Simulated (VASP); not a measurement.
# Si (I4_1/amd) in VASP: notebook

The runs below take Si through relaxation of cell and atoms, with revPBE+D3(BJ), revPBE+D4, BLYP+D3(BJ), BLYP+D4.

All numbers are computed with VASP 6.6.1; they aren't measurements. Logs are shortened: lines on timing, memory, paths and dates and some standing lists are left out, and cuts for length are marked.

## (1) The cell of the first run

It takes space group I4_1/amd (No. 141, tetragonal). Conventional cell: a = 4.743 Å, b = 4.743 Å, c = 2.659 Å, α = 90.00°, β = 90.00°, γ = 90.00°. Si (site symmetry -4m2) has 10 Si at 2.46 to 3.10 Å within 3.3 Å.

## (2) Relaxation of cell and atoms, revPBE+D3(BJ)

File INCAR:

```
PREC = Accurate
ENCUT = 600
EDIFF = 1E-6
ISMEAR = -1
SIGMA = 0.05
LREAL = False
LASPH = True
NELM = 100
ALGO = Normal
ISIF = 3
LWAVE = False
LCHARG = False
GGA = RE
IVDW = 12
IBRION = 2
NSW = 60
EDIFFG = -0.01
```

File KPOINTS:

```
Automatic mesh
0
Gamma
  11 11 11
```

File POSCAR:

```
Si
1.0
   -2.3713723045      2.3713723045      1.3292653899
    2.3713723045     -2.3713723045      1.3292653899
    2.3713723045      2.3713723045     -1.3292653899
Si
2
Direct
    0.5000000000      0.5000000000      0.0000000000
    0.2500000000      0.7500000000      0.5000000000
```

Potentials or basis: VASP PAW PBE potentials, release 64 (Si).

Started as:

```
cat potpaw_PBE.64/Si/POTCAR > POTCAR
mpirun -np 1 vasp_std > vasp.out
```

OUTCAR:

```text
PREC = Accurate
   ENCUT = 600
   EDIFF = 1E-6
   ISMEAR = -1
   LREAL = False
   LASPH = True
   NELM = 100
   ISIF = 3
   GGA = RE
   IVDW = 12
   IBRION = 2
   NSW = 60
   EDIFFG = -0.01
 IVDW          = 12

 ion  position               nearest neighbor table
   1  0.500  0.500  0.000-   2 2.46   2 2.46   2 2.46   2 2.46   2 3.10   2 3.10   2 3.10   2 3.10

   2  0.250  0.750  0.500-   1 2.46   1 2.46   1 2.46   1 2.46   1 3.10   1 3.10   1 3.10   1 3.10

  LATTYP: Found a body centered tetragonal cell.
 ALAT       =     4.7427446090
 C/A-ratio  =     0.5605468983

  Lattice vectors:

 A1 = (  -2.3713723045,   2.3713723045,   1.3292653899)
 A2 = (   2.3713723045,  -2.3713723045,   1.3292653899)
 A3 = (   2.3713723045,   2.3713723045,  -1.3292653899)

Analysis of symmetry for initial positions (statically):
=====================================================================
 Subroutine PRICEL returns:
 Original cell was already a primitive cell.

 Routine SETGRP: Setting up the symmetry group for a
 body centered tetragonal supercell.

 Subroutine GETGRP returns: Found 16 space group operations
 (whereof  8 operations were pure point group operations)
 out of a pool of 16 trial point group operations.

The static configuration has the point symmetry D_2d.
 The point group associated with its full space group is D_4h.

Analysis of symmetry for dynamics (positions and initial velocities):
=====================================================================
 Subroutine PRICEL returns:
 Original cell was already a primitive cell.

 Routine SETGRP: Setting up the symmetry group for a
 body centered tetragonal supercell.

 Subroutine GETGRP returns: Found 16 space group operations
 (whereof  8 operations were pure point group operations)
 out of a pool of 16 trial point group operations.

The dynamic configuration has the point symmetry D_2d.
 The point group associated with its full space group is D_4h.

 Subroutine INISYM returns: Found 16 space group operations
 (whereof  8 operations are pure point group operations),
 and found     1 'primitive' translations

----------------------------------------------------------------------------------------

                                     Primitive cell

  volume of cell :      29.9000

  direct lattice vectors                    reciprocal lattice vectors
    -2.371372304  2.371372304  1.329265390     0.000000000  0.210848376  0.376147610
     2.371372304 -2.371372304  1.329265390     0.210848376  0.000000000  0.376147610
     2.371372304  2.371372304 -1.329265390     0.210848376  0.210848376  0.000000000

  length of vectors
     3.607458896  3.607458896  3.607458896     0.431212317  0.431212317  0.298184633

  position of ions in fractional coordinates (direct lattice)
     0.500000000  0.500000000  0.000000000
     0.250000000  0.750000000  0.500000000

  ion indices of the primitive-cell ions
   primitive index   ion index
                 1           1
                 2           2

----------------------------------------------------------------------------------------

 KPOINTS: Automatic mesh

Automatic generation of k-mesh.
 Grid dimensions read from file:
 generate k-points for:   11   11   11

 Generating k-lattice:

  Cartesian coordinates                     Fractional coordinates (reciprocal lattice)
     0.000000000  0.019168034  0.034195237     0.090909091 -0.000000000  0.000000000
     0.019168034  0.000000000  0.034195237    -0.000000000  0.090909091  0.000000000
     0.019168034  0.019168034  0.000000000     0.000000000  0.000000000  0.090909091

  Length of vectors
     0.039201120  0.039201120  0.027107694

  Shift w.r.t. Gamma in fractional coordinates (k-lattice)
     0.000000000  0.000000000  0.000000000

 Subroutine IBZKPT returns following result:
 ===========================================

 Found    126 irreducible k-points:

 Following reciprocal coordinates:
            Coordinates               Weight
  0.000000  0.000000  0.000000      1.000000
  0.090909 -0.000000  0.000000      8.000000
  0.181818 -0.000000  0.000000      8.000000
  0.272727  0.000000 -0.000000      8.000000
  0.363636 -0.000000  0.000000      8.000000
  0.454545 -0.000000  0.000000      8.000000
[... 16 lines left out ...]
 -0.272727  0.181818  0.000000     16.000000
 -0.181818  0.181818  0.000000      4.000000
 [... further k-points ...]
   k-points           NKPTS =    126   k-points in BZ     NKDIM =    126   number of bands    NBANDS=      8
   number of dos      NEDOS =    301   number of ions     NIONS =      2
   total plane-waves  NPLWV =  27000
   dimension x,y,z NGX =    30 NGY =   30 NGZ =   30
   dimension x,y,z NGXF=    60 NGYF=   60 NGZF=   60
   ions per type =               2
   NGX,Y,Z   is equivalent  to a cutoff of  13.83, 13.83, 13.83 a.u.
   NGXF,Y,Z  is equivalent  to a cutoff of  27.65, 27.65, 27.65 a.u.
 SYSTEM =  unknown system
[... 35 lines left out ...]
   LHFCALC =     F    Hartree Fock is set to
   AEXX    =    0.0000 exact exchange contribution
   IVDW    =    12    specifies the selected vdW correction
   LEPSILON=     F    determine dielectric tensor
   LRPA    =     F    only Hartree local field effects (RPA)
 conjugate gradient relaxation of ions
 non-spin polarized calculation
  energy-cutoff  :      600.00
  volume of cell :       29.90
 maximum number of plane-waves:      1010
 NGX is ok and might be reduce to    30
   NGX = 15   NGY = 15   NGZ = 15

--------------------------------------- Ionic step        1  -------------------------------------------

 number of electron       8.0000000 magnetization

 Free energy of the ion-electron system (eV)
  ---------------------------------------------------
  ext. energy  EPLUGINS =         0.00000000
  ---------------------------------------------------
  free energy    TOTEN  =        -9.78256429 eV

  energy without entropy =       -9.77573743  energy(sigma->0) =       -9.77915086

------------------------ aborting loop because EDIFF is reached ----------------------------------------

 Edisp (eV)   -1.63088

 E8    (eV) :    -1.1140

  FORCE on cell =-STRESS in cart. coord.  units (eV):
  Direction    XX          YY          ZZ          XY          YZ          ZX
  --------------------------------------------------------------------------------------
  -------------------------------------------------------------------------------------
  Total      -0.74672    -0.74672    -1.09336     0.00000     0.00000     0.00000
  in kB     -40.01238   -40.01238   -58.58718     0.00000     0.00000     0.00000
  external pressure =      -46.20 kB  Pullay stress =        0.00 kB
[... 97 lines left out ...]
  FREE ENERGIE OF THE ION-ELECTRON SYSTEM (eV)
  ---------------------------------------------------
  free  energy   TOTEN  =       -11.4329073512 eV

  energy  without entropy=      -11.4263322960  energy(sigma->0) =      -11.42961982

 E-fermi :   9.9571     XC(G=0): -11.1258

 val. band max:        9.9377158964   @ k =   0.4545   0.3636   0.0000
 cond. band min:       9.9986231565   @ k =   0.0909   0.0909   0.0909
 fundamental gap:      0.0609072601
 Fermi energy:         9.9570815757

 k-point     1 :       0.0000    0.0000    0.0000
  band No.  band energies     occupation
      1      -4.3069      2.00000
      2       7.1447      2.00000
      3       7.1447      2.00000
      4       7.6580      2.00000
      5      11.1403      0.00000
      6      17.6969      0.00000
      7      19.0524      0.00000
      8      19.0524      0.00000
[... 243 lines left out ...]
 k-point    24 :      -0.1818    0.1818    0.0000
  band No.  band energies     occupation
      1      -3.8872      2.00000
      2       3.9086      2.00000
      3       7.5264      2.00000
      4       9.4242      1.99995
      5      13.6724      0.00000
      6      14.7439      0.00000
      7      16.7660      0.00000
      8      20.1175      0.00000

 [... further k-points ...]

[... ionic steps 4 to 8 ...]

--------------------------------------- Ionic step        9  -------------------------------------------

 number of electron       8.0000000 magnetization

------------------------ aborting loop because EDIFF is reached ----------------------------------------

 Edisp (eV)   -1.70349

 E8    (eV) :    -1.1633
[... 69 lines left out ...]
  energy  without entropy=      -11.4374718757  energy(sigma->0) =      -11.44029641

--------------------------------------- Ionic step       11  -------------------------------------------

 number of electron       8.0000000 magnetization

 Free energy of the ion-electron system (eV)
  ---------------------------------------------------
  ext. energy  EPLUGINS =         0.00000000
  ---------------------------------------------------
  free energy    TOTEN  =        -9.74025684 eV

  energy without entropy =       -9.73460323  energy(sigma->0) =       -9.73743003

 E-fermi :  10.0347     XC(G=0): -11.1494

 val. band max:       10.0222315468   @ k =   0.4545   0.3636   0.0000
 cond. band min:      10.0815397913   @ k =   0.4545   0.3636   0.0909
 fundamental gap:      0.0593082446
 Fermi energy:        10.0346819333

 k-point     1 :       0.0000    0.0000    0.0000
  band No.  band energies     occupation
      1      -4.2823      2.00000
      2       7.2194      2.00000
      3       7.2194      2.00000
      4       7.7834      2.00000
      5      11.1973      0.00000
      6      17.7881      0.00000
      7      19.1999      0.00000
      8      19.1999      0.00000
[... 243 lines left out ...]
 k-point    24 :      -0.1818    0.1818    0.0000
  band No.  band energies     occupation
      1      -3.8603      2.00000
      2       3.9799      2.00000
      3       7.6028      2.00000
      4       9.5281      1.99992
      5      13.7574      0.00000
      6      14.8470      0.00000
      7      16.8950      0.00000
      8      20.2038      0.00000

 [... further k-points ...]

------------------------ aborting loop because EDIFF is reached ----------------------------------------

 Edisp (eV)   -1.70287

 E8    (eV) :    -1.1628

  FORCE on cell =-STRESS in cart. coord.  units (eV):
  Direction    XX          YY          ZZ          XY          YZ          ZX
  --------------------------------------------------------------------------------------
  -------------------------------------------------------------------------------------
  Total       0.00290     0.00290    -0.01057     0.00000     0.00000     0.00000
  in kB       0.16227     0.16227    -0.59140     0.00000     0.00000     0.00000
  external pressure =       -0.09 kB  Pullay stress =        0.00 kB
[... 17 lines left out ...]
  FREE ENERGIE OF THE ION-ELECTRON SYSTEM (eV)
  ---------------------------------------------------
  free  energy   TOTEN  =       -11.4431245335 eV

  energy  without entropy=      -11.4374709180  energy(sigma->0) =      -11.44029773

 reached required accuracy - stopping structural energy minimisation
```

Run time: 4.6 min. Hardware: 1 thread of Intel Xeon 8259CL, shared host; peak memory 0.19 GiB.

What came out:

```yaml
Free_energy: -11.4431 eV
Relaxed_volume: 14.32 Å³/atom
Relaxed_cell: a = 3.588 Å, b = 3.588 Å, c = 3.588 Å, α = 97.21°, β = 97.21°, γ = 138.49°
Space_group_after_relaxing_to_0.1_Å: I4_1/amd (No. 141)
Energy_gained_by_relaxing: 14.8 meV/atom
Ionic_steps: 11
Pressure_after_relaxing: 0.0 GPa
Band_gap_on_the_k_mesh: zero (bands 4 and 5 overlap by 5.88 eV)
Dispersion_energy_per_atom: -0.851 eV
```

Step by step:
```
step  energy change (eV)  largest force (eV/Å)  pressure (GPa)  volume (Å³)
   1              0.0000                0.0000           -4.62        29.90
   2             -0.0148                0.0000            2.94        28.07
   3             -0.0195                0.0000            0.28        28.65
   4             -0.0228                0.0000            0.28        28.60
   5             -0.0293                0.0000            0.67        28.48
   6             -0.0289                0.0000            0.58        28.52
   7             -0.0294                0.0000            0.63        28.50
   8             -0.0292                0.0000           -0.75        28.80
   9             -0.0297                0.0000            0.03        28.63
  10             -0.0297                0.0000            0.02        28.63
  11             -0.0297                0.0000           -0.01        28.64
```

Final structure:
```
CELL_PARAMETERS angstrom
-2.37273 2.37273 1.27167
2.37273 -2.37273 1.27167
2.37273 2.37273 -1.27167
ATOMIC_POSITIONS crystal
Si 0.50000 0.50000 0.00000
Si 0.25000 0.75000 0.50000
```

Levels at points of the mesh, in eV from the Fermi level:
```
           k point  band 2  band 3  band 4  band 5  band 6  band 7
(0.00, 0.00, 0.00)   -2.82   -2.82   -2.25    1.16    7.75    9.17
```

Caveat: the PAW data sets were made with another functional, which shifts forces and pressure a little.

## (3) Relaxation of cell and atoms, revPBE+D4

File INCAR:

```
PREC     = Accurate       # precision mode
ENCUT    = 600            # plane-wave cutoff, eV
EDIFF    = 1E-6           # SCF threshold, eV
ISMEAR   = -1             # smearing method
SIGMA    = 0.05           # smearing width, eV
LREAL    = F              # projectors in reciprocal space
LASPH    = T              # aspherical terms in the spheres
NELM     = 60             # most SCF steps
ALGO     = Normal         # electronic algorithm
ISIF     = 3              # what is computed and relaxed
LWAVE    = F              # write WAVECAR
LCHARG   = F              # write CHGCAR
GGA      = RE             # functional
IVDW     = 13             # dispersion correction
IBRION   = 2              # ionic algorithm
NSW      = 60             # ionic steps
EDIFFG   = -0.01          # ionic threshold
```

File KPOINTS:

```
regular mesh
0
Gamma
  11 11 11
```

POSCAR is that of step 2.

Potentials or basis: VASP PAW PBE potentials, release 64 (Si).

Started as:

```
cat potpaw_PBE.64/Si/POTCAR > POTCAR
mpirun -np 1 vasp_std > vasp.out
```

It took 4 min on 1 thread of Intel Xeon 8259CL, shared host; peak memory 0.18 GiB.

The run converged. Its results:

- Free energy: -11.3756 eV
- Relaxed volume: 14.43 Å³/atom
- Relaxed cell: a = 3.597 Å, b = 3.597 Å, c = 3.597 Å, α = 97.23°, β = 97.23°, γ = 138.45°
- Space group after relaxing (to 0.1 Å): I4_1/amd (No. 141)
- Energy gained by relaxing: 11.3 meV/atom
- Ionic steps: 10
- Pressure after relaxing: 0.0 GPa
- Band gap on the k mesh: zero (bands 4 and 5 overlap by 5.85 eV)
- Dispersion energy per atom: -0.811 eV

Stress tensor (GPa, compression positive):
```
 0.02  0.00  0.00
 0.00  0.02  0.00
 0.00  0.00 -0.10
```

The path:
```tsv
step	energy change (eV)	largest force (eV/Å)	pressure (GPa)	volume (Å³)
1	0.0000	0.0000	-3.78	29.90
2	-0.0102	0.0000	2.40	28.40
3	-0.0132	0.0000	0.29	28.87
4	-0.0160	0.0000	0.27	28.83
5	-0.0224	0.0000	0.58	28.73
6	-0.0221	0.0000	-0.74	29.02
7	-0.0226	0.0000	0.04	28.84
8	-0.0226	0.0000	0.03	28.85
9	-0.0226	0.0000	0.02	28.85
10	-0.0226	0.0000	-0.02	28.86
```

Final structure:
```
CELL_PARAMETERS angstrom
-2.37814 2.37814 1.27576
2.37814 -2.37814 1.27576
2.37814 2.37814 -1.27576
ATOMIC_POSITIONS crystal
Si 0.50000 0.50000 0.00000
Si 0.25000 0.75000 0.50000
```

Levels at points of the mesh, in eV from the Fermi level:
```tsv
k point	band 2	band 3	band 4	band 5	band 6	band 7
(0.00, 0.00, 0.00)	-2.79	-2.79	-2.26	1.20	7.74	9.11
```

Caveat: the PAW data sets were made with another functional, which shifts forces and pressure a little.

## (4) Relaxation of cell and atoms, BLYP+D3(BJ)

File INCAR:

```
SYSTEM = Si
  PREC = Accurate
  ENCUT = 600
  EDIFF = 1E-6
  ISMEAR = -1
  SIGMA = 0.05
  LREAL = .FALSE.
  LASPH = .TRUE.
  NELM = 60
  ALGO = Normal
  ISIF = 3
  LWAVE = .FALSE.
  LCHARG = .FALSE.
  GGA = B5
  ALDAX = 1.0
  AGGAX = 1.0
  AGGAC = 1.0
  ALDAC = 0.0
  IVDW = 12
  VDW_S6 = 1.0
  VDW_S8 = 2.6996
  VDW_A1 = 0.4298
  VDW_A2 = 4.2359
  IBRION = 2
  NSW = 60
  EDIFFG = -0.01
```

File KPOINTS:

```
Automatic mesh
0
G
  11 11 11
  0 0 0
```

POSCAR is that of step 3.

Started as:

```
cat potpaw_PBE.64/Si/POTCAR > POTCAR
mpirun -np 1 vasp_std > vasp.out
```

It took 5.6 min on 1 thread of Intel Xeon 8259CL, shared host; peak memory 0.19 GiB.

It converged, with:

| Item | Value |
| --- | --- |
| Free energy | -10.0425 eV |
| Relaxed volume | 15.01 Å³/atom |
| Relaxed cell | a = 3.639 Å, b = 3.639 Å, c = 3.639 Å, α = 97.32°, β = 97.32°, γ = 138.16° |
| Space group after relaxing (to 0.1 Å) | I4_1/amd (No. 141) |
| Energy gained by relaxing | 2.3 meV/atom |
| Ionic steps | 11 |
| Pressure after relaxing | 0.1 GPa |
| Band gap on the k mesh | zero (bands 4 and 5 overlap by 5.62 eV) |
| Dispersion energy per atom | -0.925 eV |

Step by step:
| step | energy change (eV) | largest force (eV/Å) | pressure (GPa) | volume (Å³) |
| --- | --- | --- | --- | --- |
| 1 | 0.0000 | 0.0000 | 0.82 | 29.90 |
| 2 | -0.0006 | 0.0000 | -0.33 | 30.23 |
| 3 | -0.0006 | 0.0000 | -0.03 | 30.14 |
| 4 | -0.0007 | 0.0000 | -0.02 | 30.14 |
| 5 | -0.0008 | 0.0000 | 0.00 | 30.13 |
| 6 | -0.0013 | 0.0000 | 0.06 | 30.11 |
| 7 | -0.0036 | 0.0000 | 0.09 | 30.06 |
| 8 | -0.0009 | 0.0000 | 0.16 | 29.95 |
| 9 | -0.0045 | 0.0000 | 0.06 | 30.03 |
| 10 | -0.0045 | 0.0000 | 0.06 | 30.02 |
| 11 | -0.0046 | 0.0000 | 0.06 | 30.02 |

Final structure:
```xyz
2
Lattice="-2.4034 2.4034 1.2993 2.4034 -2.4034 1.2993 2.4034 2.4034 -1.2993" Properties=species:S:1:pos:R:3 pbc="T T T"
Si    0.0000    0.0000    1.2993
Si    2.4034    0.0000    0.6496
```

Levels at points of the mesh, in eV from the Fermi level:
```
           k point  band 2  band 3  band 4  band 5  band 6  band 7
(0.00, 0.00, 0.00)   -2.64   -2.64   -2.44    1.86    7.58    8.73
```

Caveat: the PAW data sets were made with another functional, which shifts forces and pressure a little.

## (5) Relaxation of cell and atoms, BLYP+D4

File INCAR:

```
AGGAC = 1.0
AGGAX = 1.0
ALDAC = 0.0
ALDAX = 1.0
ALGO = Normal
EDIFF = 1E-6
EDIFFG = -0.01
ENCUT = 600
GGA = B5
IBRION = 2
ISIF = 3
ISMEAR = -1
IVDW = 13
LASPH = True
LCHARG = False
LREAL = False
LWAVE = False
NELM = 60
NSW = 60
PREC = Accurate
SIGMA = 0.05
VDW_A1 = 0.44488865
VDW_A2 = 4.0933009
VDW_S6 = 1.0
VDW_S8 = 2.34076671
```

File KPOINTS:

```
k-points
0
Gamma
  11 11 11
```

POSCAR is that of step 4.

Started as:

```
cat potpaw_PBE.64/Si/POTCAR > POTCAR
mpirun -np 1 vasp_std > vasp.out
```

Wall time 2 min (1 thread of Intel Xeon 8259CL, shared host); peak memory 0.18 GiB.

It converged, with:

```yaml
Free_energy: -9.8585 eV
Relaxed_volume: 15.28 Å³/atom
Relaxed_cell: a = 3.634 Å, b = 3.634 Å, c = 3.634 Å, α = 97.79°, β = 97.79°, γ = 136.81°
Space_group_after_relaxing_to_0.1_Å: I4_1/amd (No. 141)
Energy_gained_by_relaxing: 2.3 meV/atom
Ionic_steps: 3
Pressure_after_relaxing: 0.0 GPa
Band_gap_on_the_k_mesh: zero (bands 4 and 5 overlap by 5.80 eV)
Dispersion_energy_per_atom: -0.819 eV
```

Stress tensor (GPa, compression positive):
```
 0.03  0.00  0.00
 0.00  0.03  0.00
 0.00  0.00 -0.08
```

The path:
| step | energy change (eV) | largest force (eV/Å) | pressure (GPa) | volume (Å³) |
| --- | --- | --- | --- | --- |
| 1 | 0.0000 | 0.0000 | 2.25 | 29.90 |
| 2 | -0.0038 | 0.0000 | -0.83 | 30.82 |
| 3 | -0.0045 | 0.0000 | -0.01 | 30.55 |

Final structure:
```xyz
2
Lattice="-2.3895 2.3895 1.3378 2.3895 -2.3895 1.3378 2.3895 2.3895 -1.3378" Properties=species:S:1:pos:R:3 pbc="T T T"
Si    0.0000    0.0000    1.3378
Si    2.3895    0.0000    0.6689
```

Levels at points of the mesh, in eV from the Fermi level:
| k point | band 2 | band 3 | band 4 | band 5 | band 6 | band 7 |
| --- | --- | --- | --- | --- | --- | --- |
| (0.00, 0.00, 0.00) | -2.42 | -2.42 | -1.98 | 2.04 | 7.29 | 8.78 |

Caveat: the PAW data sets were made with another functional, which shifts forces and pressure a little.

## (6) The runs side by side

| level | gap on the mesh (eV) | pressure (GPa) | relaxed volume (Å³/atom) |
| --- | --- | --- | --- |
| revPBE+D3(BJ) | none | 0.0 | 14.32 |
| revPBE+D4 | none | 0.0 | 14.43 |
| BLYP+D3(BJ) | none | 0.1 | 15.01 |
| BLYP+D4 | none | 0.0 | 15.28 |

Alike in all rows: task relaxation of cell and atoms; potentials or basis VASP PAW PBE potentials, release 64 (Si); no spin polarisation; cell relaxed; k mesh 11 × 11 × 11; cutoff (eV) 600; smearing fermi-dirac 0.05 eV.

Caveats: the PAW data sets were made with another functional, which shifts forces and pressure a little.

Total energies depend on the potentials used, so only differences within one code and one set of settings carry meaning.

The gap in the log of VASP goes by the Fermi energy; the results here count the filled bands.